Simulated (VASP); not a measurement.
Here is a VASP 6.6.1 calculation.

File INCAR:

```
ALGO = Normal
EDIFF = 1E-7
EDIFFG = -0.04
ENCUT = 600
GGA = PE
IBRION = 2
ISIF = 3
ISMEAR = 0
LASPH = True
LCHARG = False
LREAL = False
LWAVE = False
NELM = 100
NSW = 90
PREC = Accurate
SIGMA = 0.1
```

File KPOINTS:

```
k-points
0
Gamma
  6 6 6
```

POSCAR

```
Ru2Pb
1.0
    1.7773436979      1.0261498624      5.3680326351
   -1.7773436979      1.0261498624      5.3680326351
    0.0000000000     -2.0522997249      5.3680326351
Ru Pb
2 1
Direct
    0.7500000000      0.7500000000      0.7500000000
    0.2500000000      0.2500000000      0.2500000000
    0.0000000000      0.0000000000      0.0000000000
```

Potentials or basis: VASP PAW PBE potentials, release 64 (Ru_pv, Pb_d).

Launch:

```console
$ cat potpaw_PBE.64/Ru_pv/POTCAR potpaw_PBE.64/Pb_d/POTCAR > POTCAR
$ mpirun -np 1 vasp_std > vasp.out
```

(1) Estimate the space group after relaxing (to 0.05 Å).

(2) Estimate the relaxed cell.

(3) What does it give for the band gap on the k mesh?

(4) Estimate the relaxed volume.

Results:

(1) R-3m (No. 166).

(2) a = 5.559 Å, b = 5.559 Å, c = 5.559 Å, α = 40.90°, β = 40.90°, γ = 40.90°.

(3) zero (band 21 reaches 8.13 eV, above the bottom of band 22 at 7.81 eV).

(4) 22.15 Å³/atom.

Caveat: spin-orbit coupling is left out, which moves the levels of the heavy elements.
